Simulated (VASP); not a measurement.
Cu:

```
Cu
1.0
    -1.46558    1.46558    1.46558
     1.46558   -1.46558    1.46558
     1.46558    1.46558   -1.46558
Cu
1
Direct
  0.00000 0.00000 0.00000
```

This isn't the form of Cu at room conditions, which is fcc.

| Item | Value |
| --- | --- |
| Program | VASP 6.6.1 |
| Task | relaxation of cell and atoms |
| Functional | PBEsol |
| Potentials or basis | VASP PAW PBE potentials, release 64 (Cu_sv_GW) |
| Cutoff | 820 eV |
| k mesh | 8 × 8 × 8 |
| Occupations | gaussian, width 0.1 eV |
| Spin | no spin polarisation |

At the start: pressure -14.3 GPa; volume 12.59 Å³/atom.

Where does the relaxation end?

Over 3 steps the energy falls by 62.5 meV/atom and the volume is 11.34 Å³/atom (-10.0 %); space group Im-3m (No. 229, to 0.1 Å) before and after.

The path:
| step | energy change (eV) | largest force (eV/Å) | pressure (GPa) | volume (Å³) |
| --- | --- | --- | --- | --- |
| 1 | 0.0000 | 0.0000 | -14.29 | 12.59 |
| 2 | -0.0379 | 0.0000 | 11.91 | 10.65 |
| 3 | -0.0625 | 0.0000 | -0.13 | 11.34 |

Final structure:
```
Cu
1.0
    -1.41511    1.41511    1.41511
     1.41511   -1.41511    1.41511
     1.41511    1.41511   -1.41511
Cu
1
Direct
  0.00000 0.00000 0.00000
```

Caveat: the k points lie up to 0.39 Å⁻¹ apart in the final cell, too coarse for converged energies and pressures of a metal; the PAW data sets were made with another functional, which shifts forces and pressure a little.
